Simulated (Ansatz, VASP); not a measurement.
# TaN in VASP and in Ansatz

The input INCAR:

```
ALGO = Normal ; EDIFF = 1E-6
ENCUT = 520 ; GGA = PE
ISIF = 2 ; ISMEAR = -1
LASPH = True ; LCHARG = False
LREAL = False ; LWAVE = False
NBANDS = 15 ; NELM = 80
PREC = Accurate ; SIGMA = 0.02
```

KPOINTS

```
k-points
0
Gamma
  9 9 9
```

POSCAR

```
TaN
1.0
    0.0000000000      2.1934308841      2.1934308841
    2.1934308841      0.0000000000      2.1934308841
    2.1934308841      2.1934308841      0.0000000000
Ta N
1 1
Direct
    0.5000000000      0.5000000000      0.5000000000
    0.0000000000      0.0000000000      0.0000000000
```

Input for Ansatz:

```yaml
crystal:
  lattice:
    - [0.0, 2.1934308841, 2.1934308841]
    - [2.1934308841, 0.0, 2.1934308841]
    - [2.1934308841, 2.1934308841, 0.0]
  atoms:
    - { symbol: Ta, position: [0.5, 0.5, 0.5] }
    - { symbol: "N", position: [0.0, 0.0, 0.0] }
kpoints:
  mp_grid: { grid: [9, 9, 9] }
scf:
  occupations: { method: fermi_dirac, width: 0.02 }
hamiltonian:
  xc: pbe
  pseudopotentials: { kind: all_electron, lapw: { basis_error: 0.0005 } }
output:
  forces: true
  stress: true
  eigenvalues: true
```

Change from the starting cell: volume scaled by 1.02.

Alike in both runs: task single point; functional PBE; k mesh 9 × 9 × 9; occupations fermi-dirac, width 0.02 eV; no spin polarisation.

|  | VASP | Ansatz |
| --- | --- | --- |
| version | VASP 6.6.1 | Ansatz 0.2.0 |
| potentials or method | VASP PAW PBE potentials, release 64 (Ta_pv, N), cutoff 520 eV | all-electron LAPW, scalar-relativistic |

VASP gave:

```
pressure (GPa) : 7.9
```

Q: Which values does Ansatz return?

A: Pressure (GPa): 7.1.

Ansatz ran all-electron here, and VASP with PAW potentials.

Neither program's run includes spin-orbit coupling.
